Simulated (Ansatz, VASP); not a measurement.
# CaIr2S4 in VASP and in Ansatz

```
Ca Ir S
1.0
     0.00000    5.24858    5.24858
     5.24858    0.00000    5.24858
     5.24858    5.24858    0.00000
Ca Ir S
2 4 8
Direct
  0.25000 0.25000 0.25000
  0.00000 0.00000 0.00000
  0.12500 0.62500 0.62500
  0.62500 0.62500 0.12500
  0.62500 0.62500 0.62500
  0.62500 0.12500 0.62500
  0.39748 0.39748 0.39748
  0.85252 0.44245 0.85252
  0.39748 0.39748 0.80755
  0.85252 0.85252 0.85252
  0.44245 0.85252 0.85252
  0.85252 0.85252 0.44245
  0.39748 0.80755 0.39748
  0.80755 0.39748 0.39748
```

Alike in both runs: task single point; functional PBE; k mesh 6 × 6 × 6; occupations gaussian, width 0.02 eV; no spin polarisation.

```csv
,VASP,Ansatz
version,VASP 6.6.1,Ansatz 0.2.0
potentials or method,"VASP PAW PBE potentials, release 64 (Ca_sv, Ir, S), cutoff 500 eV","scalar-relativistic, plane waves, PAW"
valence electrons in the cell,104,136
```

|  | VASP | Ansatz | Ansatz less VASP |
| --- | --- | --- | --- |
| gap on the k mesh at the Fermi level (eV) | 1.32 | 1.32 | +0.003 |
| least direct gap on the mesh (eV) | 1.32 | 1.32 | +0.003 |

The functional is the same, so the differences come from potentials, cutoffs and numerics. VASP's potentials hold 104 valence electrons a cell and Ansatz's 136, so a difference there can come from the potentials and not from the codes.

Neither program's run includes spin-orbit coupling.
